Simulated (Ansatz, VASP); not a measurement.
**One calculation of Ta2N, two programs**

```
Ta N
1.0
     5.29657    0.00000    0.00000
    -2.64829    4.58697    0.00000
     0.00000    0.00000    4.93918
Ta N
6 3
Direct
  0.66702 0.66702 0.75253
  0.00000 0.33298 0.75253
  0.33298 0.00000 0.75253
  0.33298 0.33298 0.24747
  0.00000 0.66702 0.24747
  0.66702 0.00000 0.24747
  0.66667 0.33333 0.50000
  0.33333 0.66667 0.50000
  0.00000 0.00000 0.00000
```

Alike in both runs: functional PBEsol; k mesh 12 × 12 × 8; occupations gaussian, width 0.1 eV; no spin polarisation.

Ansatz relaxed the structure, and its values are those at the end. VASP's run is a single point on that final structure, the one shown.

|  | VASP | Ansatz |
| --- | --- | --- |
| version | VASP 6.6.1 | Ansatz 0.2.0 |
| potentials or method | VASP PAW PBE potentials, release 64 (Ta_pv, N), cutoff 520 eV | scalar-relativistic, plane waves, PAW |
| valence electrons in the cell | 81 | 93 |

Ansatz gave:

* gap on the k mesh at the Fermi level (eV): none
* pressure (GPa): -5.2
* rms of the force components (eV/Å): 0.002

Problem. Which values does VASP return?

Solution. gap on the k mesh at the Fermi level (eV): none; pressure (GPa): -4.7; rms of the force components (eV/Å): 0.007.

VASP's potentials were made for PBE, not for PBEsol. A gap of «none» marks a metal or a gap that the smearing closes. VASP's potentials hold 81 valence electrons a cell and Ansatz's 93, so a difference there can come from the potentials and not from the codes. Ansatz's warnings: stress scf threshold loose.

Neither program's run includes spin-orbit coupling.
